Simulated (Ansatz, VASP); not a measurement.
**One calculation of Ru, two programs**

```
Ru
1.0
     0.00000    1.90513    1.90513
     1.90513    0.00000    1.90513
     1.90513    1.90513    0.00000
Ru
1
Direct
  0.00000 0.00000 0.00000
```

Alike in both runs: functional PBE; k mesh 18 × 18 × 18; occupations gaussian, width 0.1 eV; no spin polarisation.

Ansatz relaxed the structure, and its values are those at the end. VASP's run is a single point on that final structure, the one shown.

|  | VASP | Ansatz |
| --- | --- | --- |
| version | VASP 6.6.1 | Ansatz 0.2.0 |
| potentials or method | VASP PAW PBE potentials, release 64 (Ru_pv), cutoff 520 eV | scalar-relativistic, plane waves, PAW |
| valence electrons in the cell | 14 | 16 |

```csv
,VASP,Ansatz,Ansatz less VASP
gap on the k mesh at the Fermi level (eV),none,none,-
pressure (GPa),-0.1,0.0,+0.09
```

A gap of «none» marks a metal or a gap that the smearing closes. With one functional, cell and mesh, what is left measures potentials, basis and numerics. VASP's potentials hold 14 valence electrons a cell and Ansatz's 16, so a difference there can come from the potentials and not from the codes.
